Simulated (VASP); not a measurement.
# TaC (Fm-3m) in VASP: single point with PBE-based screened hybrid with 30 % exact exchange

Aim: the single point of TaC with PBE-based screened hybrid with 30 % exact exchange.

Program: VASP 6.6.1. These are calculated values, not measurements. Logs are shortened: lines on timing, memory, paths and dates and some standing lists are left out, and cuts for length are marked.

## Step 1: The cell of the first run

The structure is cubic, space group Fm-3m (No. 225). Conventional cell: a = 4.454 Å, b = 4.454 Å, c = 4.454 Å, α = 90.00°, β = 90.00°, γ = 90.00°. Within 2.9 Å of Ta (site symmetry m-3m) lie 6 C at 2.23 Å. Within 2.9 Å of C (site symmetry m-3m) lie 6 Ta at 2.23 Å.

## Step 2: Single point, PBE-based screened hybrid with 30 % exact exchange

Contents of POSCAR:

```
TaC
1.0
    0.0000000000      2.2269985830      2.2269985830
    2.2269985830      0.0000000000      2.2269985830
    2.2269985830      2.2269985830      0.0000000000
Ta C
1 1
Direct
    0.0000000000      0.0000000000      0.0000000000
    0.5000000000      0.5000000000      0.5000000000
```

Contents of INCAR.step1:

```
SYSTEM = TaC
ALGO = Normal
EDIFF = 1E-5
ENCUT = 520
GGA = PE
GGA_COMPAT = .FALSE.
ISIF = 2
ISMEAR = 0
LASPH = .TRUE.
LCHARG = .FALSE.
LREAL = .FALSE.
LWAVE = .TRUE.
NBANDS = 14
NELM = 120
PREC = Accurate
SIGMA = 0.05
```

Contents of INCAR.step2:

```
SYSTEM = TaC
AEXX = 0.3
ALGO = Normal
EDIFF = 1E-6
ENCUT = 520
GGA = PE
GGA_COMPAT = .FALSE.
HFSCREEN = 0.20787
ISIF = 2
ISMEAR = 0
ISTART = 1
LASPH = .TRUE.
LCHARG = .FALSE.
LHFCALC = .TRUE.
LREAL = .FALSE.
LWAVE = .FALSE.
NBANDS = 14
NELM = 120
PREC = Accurate
PRECFOCK = Normal
SIGMA = 0.05
```

Contents of KPOINTS:

```
k-points
0
G
  8 8 8
  0 0 0
```

Potentials or basis: VASP PAW PBE potentials, release 64 (Ta_pv, C).

Started as:

```
> cat potpaw_PBE.64/Ta_pv/POTCAR potpaw_PBE.64/C/POTCAR > POTCAR
> cp INCAR.step1 INCAR
> mpirun -np 1 vasp_std > vasp.out
> cp INCAR.step2 INCAR
> mpirun -np 1 vasp_std > vasp.out
```

OUTCAR:

```text
SYSTEM = TaC
   AEXX = 0.3
   EDIFF = 1E-6
   ENCUT = 520
   GGA = PE
   HFSCREEN = 0.20787
   ISIF = 2
   ISMEAR = 0
   ISTART = 1
   LASPH = .TRUE.
   LHFCALC = .TRUE.
   LREAL = .FALSE.
   NELM = 120
   PREC = Accurate
   PRECFOCK = Normal

 ion  position               nearest neighbor table
   1  0.000  0.000  0.000-   2 2.23   2 2.23   2 2.23   2 2.23   2 2.23   2 2.23
   2  0.500  0.500  0.500-   1 2.23   1 2.23   1 2.23   1 2.23   1 2.23   1 2.23

  LATTYP: Found a face centered cubic cell.
 ALAT       =     4.4539971660

  Lattice vectors:

 A1 = (   0.0000000000,   2.2269985830,   2.2269985830)
 A2 = (   2.2269985830,   0.0000000000,   2.2269985830)
 A3 = (   2.2269985830,   2.2269985830,   0.0000000000)

Analysis of symmetry for initial positions (statically):
=====================================================================
 Subroutine PRICEL returns:
 Original cell was already a primitive cell.

 Routine SETGRP: Setting up the symmetry group for a
 face centered cubic supercell.

 Subroutine GETGRP returns: Found 48 space group operations
 (whereof 48 operations were pure point group operations)
 out of a pool of 48 trial point group operations.

The static configuration has the point symmetry O_h .

Analysis of symmetry for dynamics (positions and initial velocities):
=====================================================================
 Subroutine PRICEL returns:
 Original cell was already a primitive cell.

 Routine SETGRP: Setting up the symmetry group for a
 face centered cubic supercell.

 Subroutine GETGRP returns: Found 48 space group operations
 (whereof 48 operations were pure point group operations)
 out of a pool of 48 trial point group operations.

The dynamic configuration has the point symmetry O_h .

 Subroutine INISYM returns: Found 48 space group operations
 (whereof 48 operations are pure point group operations),
 and found     1 'primitive' translations

----------------------------------------------------------------------------------------

                                     Primitive cell

  volume of cell :      22.0897

  direct lattice vectors                    reciprocal lattice vectors
     0.000000000  2.226998583  2.226998583    -0.224517431  0.224517431  0.224517431
     2.226998583  0.000000000  2.226998583     0.224517431 -0.224517431  0.224517431
     2.226998583  2.226998583  0.000000000     0.224517431  0.224517431 -0.224517431

  length of vectors
     3.149451599  3.149451599  3.149451599     0.388875597  0.388875597  0.388875597

  position of ions in fractional coordinates (direct lattice)
     0.000000000  0.000000000  0.000000000
     0.500000000  0.500000000  0.500000000

  ion indices of the primitive-cell ions
   primitive index   ion index
                 1           1
                 2           2

----------------------------------------------------------------------------------------

 KPOINTS: k-points

Automatic generation of k-mesh.
 Grid dimensions read from file:
 generate k-points for:    8    8    8

 Generating k-lattice:

  Cartesian coordinates                     Fractional coordinates (reciprocal lattice)
    -0.028064679  0.028064679  0.028064679     0.125000000  0.000000000  0.000000000
     0.028064679 -0.028064679  0.028064679     0.000000000  0.125000000  0.000000000
     0.028064679  0.028064679 -0.028064679     0.000000000  0.000000000  0.125000000

  Length of vectors
     0.048609450  0.048609450  0.048609450

  Shift w.r.t. Gamma in fractional coordinates (k-lattice)
     0.000000000  0.000000000  0.000000000

 Subroutine IBZKPT returns following result:
 ===========================================

 Found     29 irreducible k-points:

 Following reciprocal coordinates:
            Coordinates               Weight
  0.000000  0.000000  0.000000      1.000000
  0.125000  0.000000  0.000000      8.000000
  0.250000  0.000000  0.000000      8.000000
  0.375000  0.000000  0.000000      8.000000
  0.500000  0.000000  0.000000      4.000000
  0.125000  0.125000  0.000000      6.000000
[... 16 lines left out ...]
  0.500000  0.250000  0.125000     48.000000
 -0.375000  0.250000  0.125000     24.000000
 [... further k-points ...]
   k-points           NKPTS =     29   k-points in BZ     NKDIM =    512   number of bands    NBANDS=     14
   number of dos      NEDOS =    301   number of ions     NIONS =      2
   total plane-waves  NPLWV =  13824
   dimension x,y,z NGX =    24 NGY =   24 NGZ =   24
   dimension x,y,z NGXF=    48 NGYF=   48 NGZF=   48
   ions per type =               1   1
   NGX,Y,Z   is equivalent  to a cutoff of  12.67, 12.67, 12.67 a.u.
   NGXF,Y,Z  is equivalent  to a cutoff of  25.34, 25.34, 25.34 a.u.
 SYSTEM =  TaC
   PREC   = accura    normal or accurate (medium, high low for compatibility)
   ISTART =      1    job   : 0-new  1-cont  2-samecut
   ICHARG =      0    charge: 1-file 2-atom 10-const
   ISPIN  =      1    spin polarized calculation?
   LNONCOLLINEAR =      F non collinear calculations
   LSORBIT =      F    spin-orbit coupling
   LASPH  =      T    aspherical Exc in radial PAW
   ENCUT  =  520.0 eV  38.22 Ry    6.18 a.u.   5.86  5.86  5.86*2*pi/ulx,y,z
   NELM   =    120;   NELMIN=  2; NELMDL=  0     # of ELM steps
   EDIFF  = 0.1E-05   stopping-criterion for ELM
   LREAL  =      F    real-space projection
   EDIFFG = 0.1E-04   stopping-criterion for IOM
   NSW    =      0    number of steps for IOM
   IBRION =     -1    ionic relax: 0-MD 1-quasi-New 2-CG
   NFREE  =      0    steps in history (QN), initial steepest desc. (CG)
   ISIF   =      2    stress and relaxation
   ISYM   =      3    0-nonsym 1-usesym 2-fastsym
   POTIM  = 0.5000    time-step for ionic-motion
   TEBEG  =    0.0;   TEEND  =   0.0 temperature during run
   PSTRESS=    0.0 pullay stress
   NELECT =      15.0000    total number of electrons
   NUPDOWN=      -1.0000    fix difference up-down
   EMIN   =  10.00;   EMAX   =-10.00  energy-range for DOS
   EFERMI =   0.00;   METHOD = LEGACY
   ISMEAR =     0;   SIGMA  =   0.05  broadening in eV -4-tet -1-fermi 0-gaus
   EFERMI_NEDOS =   21; number of points for ismear=-14 and -15
   IALGO  =     38    algorithm
   IMIX   =      1    mixing-type and parameters
     AMIX     =   0.40;   BMIX     =  1.00
     AMIX_MAG =   1.60;   BMIX_MAG =  1.00
  volume/ion in A,a.u.               =      11.04        74.53
  Fermi-wavevector in a.u.,A,eV,Ry     =   1.438938  2.719198 28.171428  2.070542
  Thomas-Fermi vector in A             =   2.557849
   LORBIT       =      0    0 simple, 1 ext, 2 COOP (PROOUT), +10 PAW based schemes
   GGA     = PE    functional components
   LHFCALC =     T    Hartree Fock is set to
   PRECFOCK=normal    Normal, Fast or Accurate (Low or Medium for compatibility)
   ENCUT4O =  -1.0   cutoff for four orbital integrals eV
   NKREDX  =     1    reduce k-point grid by
   NKREDY  =     1    reduce k-point grid by
   NKREDZ  =     1    reduce k-point grid by
   AEXX    =    0.3000 exact exchange contribution
   HFSCREEN=    0.2079 screening length (either q_TF or 0.3 A-1)
   HFSCREENC=   0.2079 screening length for correlation (either q_TF or 0.3 A-1)
   ENCUTFOCK=  -1.0 apply spherical cutoff to Coloumb kernel
   IVDW    =     0    specifies the selected vdW correction
   LEPSILON=     F    determine dielectric tensor
   LRPA    =     F    only Hartree local field effects (RPA)
 non-spin polarized calculation
 Gauss-broadening in eV      SIGMA  =   0.05
  energy-cutoff  :      520.00
  volume of cell :       22.09
 maximum number of plane-waves:       609
  NGX = 18; NGY = 18; NGZ = 18

 number of electron      15.0000000 magnetization

 Free energy of the ion-electron system (eV)
  ---------------------------------------------------
  ext. energy  EPLUGINS =         0.00000000
  ---------------------------------------------------
  free energy    TOTEN  =       -26.13978653 eV

  energy without entropy =      -26.13761459  energy(sigma->0) =      -26.13870056

 E-fermi :   8.7561     XC(G=0): -10.2857

 val. band max:        8.4142306591   @ k =   0.3750   0.1250   0.0000
 cond. band min:       8.7807435318   @ k =  -0.3750   0.3750   0.1250
 fundamental gap:      0.3665128727
 Fermi energy:         8.7561444898

 k-point     1 :       0.0000    0.0000    0.0000
  band No.  band energies     occupation
      1     -29.7977      2.00000
      2     -29.7977      2.00000
      3     -29.7977      2.00000
      4      -8.8122      2.00000
      5       6.9309      2.00000
      6       6.9309      2.00000
      7       6.9309      2.00000
      8       7.6596      2.00000
      9       7.6596      2.00000
     10       7.6596      2.00000
     11       9.3022      0.00000
     12       9.3022      0.00000
     13      16.0041      0.00000
     14      19.1675      0.00000

 k-point     2 :       0.1250    0.0000    0.0000
  band No.  band energies     occupation
      1     -29.9326      2.00000
      2     -29.8104      2.00000
      3     -29.8104      2.00000
      4      -8.3264      2.00000
      5       4.8224      2.00000
      6       5.4333      2.00000
      7       5.4333      2.00000
      8       7.7297      2.00000
      9       7.7297      2.00000
     10       8.8179      0.08048
     11      11.7117      0.00000
     12      11.7117      0.00000
     13      16.8633      0.00000
     14      20.3181      0.00000

 k-point     3 :       0.2500    0.0000    0.0000
  band No.  band energies     occupation
      1     -30.2450      2.00000
      2     -29.8405      2.00000
      3     -29.8405      2.00000
      4      -7.0156      2.00000
      5       2.1386      2.00000
      6       3.4919      2.00000
      7       3.4919      2.00000
      8       9.0636      0.00000
      9       9.0636      0.00000
     10       9.7530      0.00000
     11      15.0434      0.00000
     12      15.0434      0.00000
     13      18.1541      0.00000
     14      22.3928      0.00000

 k-point     4 :       0.3750    0.0000    0.0000
  band No.  band energies     occupation
      1     -30.5410      2.00000
      2     -29.8699      2.00000
      3     -29.8699      2.00000
      4      -5.2400      2.00000
      5      -0.3146      2.00000
      6       2.2667      2.00000
      7       2.2667      2.00000
      8      10.8310      0.00000
      9      10.8310      0.00000
     10      11.1620      0.00000
     11      16.7182      0.00000
     12      18.1018      0.00000
     13      18.1018      0.00000
     14      23.5436      0.00000

 k-point     5 :       0.5000    0.0000    0.0000
  band No.  band energies     occupation
      1     -30.6594      2.00000
      2     -29.8818      2.00000
      3     -29.8818      2.00000
      4      -3.8908      2.00000
      5      -1.8483      2.00000
      6       1.8520      2.00000
      7       1.8520      2.00000
      8      11.8125      0.00000
      9      11.8125      0.00000
     10      12.9552      0.00000
     11      14.3057      0.00000
[... 276 lines left out ...]
 k-point    22 :       0.3750    0.2500    0.1250
  band No.  band energies     occupation
      1     -30.3037      2.00000
      2     -30.0084      2.00000
      3     -29.8883      2.00000
      4      -6.3194      2.00000
      5       0.9648      2.00000
      6       3.3316      2.00000
      7       3.5405      2.00000
      8       7.5682      2.00000
      9      11.3433      0.00000
     10      11.9787      0.00000
     11      12.9998      0.00000
     12      16.6474      0.00000
     13      20.0459      0.00000
     14      23.4360      0.00000

 k-point    23 :       0.5000    0.2500    0.1250
  band No.  band energies     occupation
      1     -30.4637      2.00000
      2     -30.0919      2.00000
      3     -29.9313      2.00000
      4      -5.2776      2.00000
      5       0.0429      2.00000
      6       2.4288      2.00000
      7       2.8616      2.00000
      8       8.9114      0.00001
      9      12.0428      0.00000
     10      12.6272      0.00000
     11      14.7112      0.00000
     12      17.4169      0.00000
     13      20.1334      0.00000
     14      22.1929      0.00000

 k-point    24 :      -0.3750    0.2500    0.1250
  band No.  band energies     occupation
      1     -30.5334      2.00000
      2     -30.1131      2.00000
      3     -29.9573      2.00000
      4      -4.7777      2.00000
      5      -0.4082      2.00000
      6       2.2425      2.00000
      7       2.5595      2.00000
      8      10.4883      0.00000
      9      10.8104      0.00000
     10      12.8227      0.00000
     11      16.7122      0.00000
     12      17.2694      0.00000
     13      19.0878      0.00000
     14      22.6486      0.00000

 [... further k-points ...]

------------------------ aborting loop because EDIFF is reached ----------------------------------------

  FORCE on cell =-STRESS in cart. coord.  units (eV):
  Direction    XX          YY          ZZ          XY          YZ          ZX
  --------------------------------------------------------------------------------------
  -------------------------------------------------------------------------------------
  Total       -0.4311943     -0.4311943     -0.4311943     -0.0000000      0.0000000      0.0000000
  in kB      -31.2747439    -31.2747439    -31.2747439     -0.0000000      0.0000000      0.0000000
  external PRESSURE =     -31.2747439 kB  Pullay stress =       0.0000000 kB

 VOLUME and BASIS-vectors are now :
 -----------------------------------------------------------------------------
  energy-cutoff  :      520.00
  volume of cell :       22.09
      direct lattice vectors                 reciprocal lattice vectors
     0.000000000  2.226998583  2.226998583    -0.224517431  0.224517431  0.224517431
     2.226998583  0.000000000  2.226998583     0.224517431 -0.224517431  0.224517431
     2.226998583  2.226998583  0.000000000     0.224517431  0.224517431 -0.224517431

 POSITION                                       TOTAL-FORCE (eV/Angst)
 -----------------------------------------------------------------------------------
      0.00000      0.00000      0.00000         0.000000      0.000000      0.000000
      2.22700      2.22700      2.22700        -0.000000     -0.000000     -0.000000
 -----------------------------------------------------------------------------------
    total drift:                                0.000000      0.000000      0.000000

  FREE ENERGIE OF THE ION-ELECTRON SYSTEM (eV)
  ---------------------------------------------------
  free  energy   TOTEN  =       -26.1397865284 eV

  energy  without entropy=      -26.1376145876  energy(sigma->0) =      -26.13870056
```

Wall time 51 min (1 thread of Intel Xeon 6975P-C (Granite Rapids), shared host); peak memory 0.27 GiB.

Results:

```
Free energy            : -26.1398 eV
Pressure               : -3.1 GPa
Band gap on the k mesh : zero (an odd number of electrons rules out a gap without spin polarisation)
```

Caveat: the cell stands under tension; the PAW data sets were made with another functional, which shifts forces and pressure a little; spin-orbit coupling is left out, which moves the levels of the heavy elements.
